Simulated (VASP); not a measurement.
Co2S:

```xyz
3
Lattice="3.4543 0.0000 0.0000 -1.7272 2.9915 0.0000 0.0000 0.0000 3.7298" Properties=species:S:1:pos:R:3 pbc="T T T"
Co    0.0000    1.9944    1.8649
Co    1.7272    0.9972    1.8649
S     0.0000    0.0000    0.0000
```

* Program: VASP 6.6.1
* Task: relaxation of cell and atoms
* Functional: PBE
* Potentials or basis: VASP PAW PBE potentials, release 64 (Co, S)
* Cutoff: 600 eV
* k mesh: 6 × 6 × 6
* Occupations: gaussian, width 0.1 eV
* Spin: collinear spin, ferromagnetic start
* Starting moments: [1.48, 1.48, 0.2] μB

At the start: pressure 20.5 GPa; volume 12.85 Å³/atom.

Q: How do energy, volume and symmetry change on relaxing?

A: Over 10 steps the energy falls by 463.8 meV/atom and the volume is 12.91 Å³/atom (+0.5 %); space group P6/mmm (No. 191, to 0.05 Å); moment 3.74 μB per cell.

Step by step:
```
step  energy change (eV)  largest force (eV/Å)  pressure (GPa)  volume (Å³)
   1              0.0000                0.0000           20.48        38.54
   2             -0.8889                0.0000          -11.76        47.89
   3             -0.9545                0.0000           -6.84        45.57
   4             -1.2011                0.0000           -4.04        42.68
   5             -1.3336                0.0000           -1.20        40.26
   6             -1.2909                0.0000            9.66        35.32
   7             -1.3792                0.0000            2.02        38.40
   8             -1.3799                0.0000            2.73        38.08
   9             -1.3903                0.0000           -0.83        38.95
  10             -1.3913                0.0000            0.22        38.73
```

Final structure:
```xyz
3
Lattice="3.9224 0.0000 0.0000 -1.9612 3.3969 0.0000 0.0000 0.0000 2.9068" Properties=species:S:1:pos:R:3 pbc="T T T"
Co    0.0000    2.2646    1.4534
Co    1.9612    1.1323    1.4534
S     0.0000    0.0000    0.0000
```
